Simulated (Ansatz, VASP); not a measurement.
# One calculation of Cs, two programs

```
CELL_PARAMETERS angstrom
-2.75007 2.75007 4.09724
2.75007 -2.75007 4.09724
2.75007 2.75007 -4.09724
ATOMIC_POSITIONS crystal
Cs 0.00000 0.00000 0.00000
```

Alike in both runs: task single point; functional PBEsol; k mesh 8 × 8 × 8; occupations fermi-dirac, width 0.15 eV; no spin polarisation.

|  | VASP | Ansatz |
| --- | --- | --- |
| version | VASP 6.6.1 | Ansatz 0.2.0 |
| potentials or method | VASP PAW PBE potentials, release 64 (Cs_sv), cutoff 520 eV | plane waves, PAW |
| valence electrons in the cell | 9 | 9 |

|  | VASP | Ansatz | Ansatz less VASP |
| --- | --- | --- | --- |
| pressure (GPa) | -0.2 | -0.2 | +0.01 |

VASP's potentials were made for PBE, not for PBEsol. The functional is the same, so the differences come from potentials, cutoffs and numerics.

Neither program's run includes spin-orbit coupling.
